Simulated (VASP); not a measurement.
Al2SbP: single point with r2SCAN

Al2SbP:

```xyz
4
Lattice="4.0722 0.0000 0.0000 0.0000 4.0722 0.0000 0.0000 0.0000 5.7737" Properties=species:S:1:pos:R:3 pbc="T T T"
P     0.0000    0.0000    0.0000
Al    0.0000    2.0361    4.4896
Al    2.0361    0.0000    1.2841
Sb    2.0361    2.0361    2.8869
```

This cell differs from its parent crystal: volume changed by -3%.

```
Program             : VASP 6.6.1
Task                : single point
Functional          : r2SCAN
Potentials or basis : VASP PAW PBE potentials, release 64 (P, Al, Sb)
Cutoff              : 520 eV
k mesh              : 6 × 6 × 4
Occupations         : gaussian, width 0.01 eV
Spin                : no spin polarisation
```

The pressure is 2.3 GPa, the largest force is 0.103 eV/Å and the band gap on the k mesh is 0.91 eV, indirect (least direct gap 0.95 eV).

Forces in eV/Å, atoms in the order of the input:
```
P    0.000  0.000  0.000
Al   0.000  0.000  0.103
Al   0.000  0.000 -0.103
Sb   0.000  0.000  0.000
```

Levels at points of the mesh, in eV from the valence-band top:
```
           k point  band 4  band 5  band 6  band 7  band 8  band 9  band 10  band 11  band 12  band 13
(0.00, 0.00, 0.00)   -2.89   -2.89   -0.35    0.00    0.00    0.95     1.79     3.32     3.88     3.88
(0.50, 0.00, 0.00)   -4.76   -3.29   -3.27   -2.15   -0.41    2.62     3.68     5.23     5.46     5.57
(0.50, 0.50, 0.00)   -6.02   -2.86   -2.58   -2.58   -2.30    0.91     1.74     1.93     1.93     9.52
(0.00, 0.00, 0.50)   -3.25   -2.55   -2.55   -0.92   -0.92    1.98     2.10     3.81     4.07     6.34
(0.50, 0.00, 0.50)   -5.79   -2.12   -1.26   -1.17   -0.24    1.68     2.70     3.97     4.02     4.58
(0.50, 0.50, 0.50)   -5.70   -3.56   -3.56   -3.28   -3.25    4.14     4.24     5.26     5.26     5.45
```

Wall time 2.6 min on 1 thread of Intel(R) Xeon(R) Platinum 8259CL CPU @ 2.50GHz (Skylake/Cascade Lake), with other jobs on the host, peak memory 0.23 GiB.

Caveat: the PAW data sets were made with another functional, which shifts forces and pressure a little; spin-orbit coupling is left out, which moves the levels of the heavy elements. A k mesh can miss the band edges.
